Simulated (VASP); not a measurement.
Input of a VASP 6.6.1 run:

Contents of INCAR:

```
SYSTEM = Ti3Se
PREC     = Accurate       ! precision mode
ENCUT    = 600            ! plane-wave cutoff, eV
EDIFF    = 1E-6           ! SCF threshold, eV
ISMEAR   = 0              ! smearing method
SIGMA    = 0.1            ! smearing width, eV
LREAL    = .FALSE.        ! projectors in reciprocal space
LASPH    = .TRUE.         ! aspherical terms in the spheres
NELM     = 60             ! most SCF steps
ALGO     = Normal         ! electronic algorithm
ISIF     = 3              ! what is computed and relaxed
LWAVE    = .FALSE.        ! write WAVECAR
LCHARG   = .FALSE.        ! write CHGCAR
GGA      = PE             ! functional
IBRION   = 2              ! ionic algorithm
NSW      = 100            ! ionic steps
EDIFFG   = -0.01          ! ionic threshold
```

The input KPOINTS:

```
Automatic mesh
0
G
  14 14 8
  0 0 0
```

POSCAR

```
Ti3Se
1.0
    3.3581241305      0.0000000000      0.0000000000
    0.0000000000      3.3581241305      0.0000000000
    0.0000000000      0.0000000000      5.7923229754
Ti Se
3 1
Direct
    0.5000000000      0.5000000000      0.2603261713
    0.5000000000      0.5000000000      0.7396738287
    0.0000000000      0.0000000000      0.0000000000
    0.0000000000      0.0000000000      0.5000000000
```

Potentials or basis: VASP PAW PBE potentials, release 64 (Ti_sv, Se).

Launch:

```bash
$ cat potpaw_PBE.64/Ti_sv/POTCAR potpaw_PBE.64/Se/POTCAR > POTCAR
$ mpirun -np 1 vasp_std > vasp.out
```

(1) What does it give for the space group after relaxing (to 0.1 Å)?

(2) Estimate the band gap on the k mesh.

(3) Predict the relaxed cell.

Answers

(1) P4/mmm (No. 123).

(2) zero (bands 21 and 22 overlap by 1.19 eV).

(3) a = 3.357 Å, b = 3.357 Å, c = 5.798 Å, α = 90.00°, β = 90.00°, γ = 90.00°.
